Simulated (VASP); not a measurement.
Set up this calculation in VASP 6.6.1, as the native input.

```yaml
Task: single point
Functional: r2SCAN
Potentials_or_basis: VASP PAW PBE potentials, release 64 (Cr_pv)
Cutoff: 520 eV
k_mesh: 17 × 17 × 17
Occupations: fermi-dirac, width 0.1 eV
Spin: no spin polarisation
Dipole_correction: no
Further_INCAR_settings: ALGO = Normal; EDIFF = 1e-06; NBANDS = 12
```

Crystal: Cr.

```
CELL_PARAMETERS angstrom
0.00000 1.86846 1.86846
1.86846 0.00000 1.86846
1.86846 1.86846 0.00000
ATOMIC_POSITIONS crystal
Cr 0.00000 0.00000 0.00000
```

This cell differs from its parent crystal: volume scaled by 1.12.

The input as run:

POSCAR

```
Cr
1.0
    0.0000000000      1.8684569421      1.8684569421
    1.8684569421      0.0000000000      1.8684569421
    1.8684569421      1.8684569421      0.0000000000
Cr
1
Direct
    0.0000000000      0.0000000000      0.0000000000
```

INCAR.step1

```
  ALGO = Normal
  EDIFF = 1E-4
  ENCUT = 520
  GGA = PE
  ISMEAR = -1
  LASPH = True
  LCHARG = False
  LREAL = False
  LWAVE = True
  NBANDS = 12
  NELM = 80
  PREC = Accurate
  SIGMA = 0.1
```

INCAR.step2

```
  ALGO = Normal
  EDIFF = 1E-6
  ENCUT = 520
  ISIF = 2
  ISMEAR = -1
  ISTART = 1
  LASPH = True
  LCHARG = False
  LMIXTAU = True
  LREAL = False
  LWAVE = False
  METAGGA = R2SCAN
  NBANDS = 12
  NELM = 80
  PREC = Accurate
  SIGMA = 0.1
```

KPOINTS

```
k-points
0
Gamma
  17 17 17
```

Potentials or basis: VASP PAW PBE potentials, release 64 (Cr_pv).

Run with:

```bash
$ cat potpaw_PBE.64/Cr_pv/POTCAR > POTCAR
$ cp INCAR.step1 INCAR
$ mpirun -np 1 vasp_std > vasp.out
$ cp INCAR.step2 INCAR
$ mpirun -np 1 vasp_std > vasp.out
```

It gave:

```json
{
  "Pressure": "-22.5 GPa",
  "Band gap on the k mesh": "zero (band 6 reaches 11.47 eV, above the bottom of band 7 at 8.65 eV)"
}
```

Caveat: the PAW data sets were made with another functional, which shifts forces and pressure a little; the run has no spin polarisation, though such a crystal can be magnetic.

Run time: 2.7 min on 1 thread of Intel Xeon 8259CL, on a shared host, peak memory 0.15 GiB.
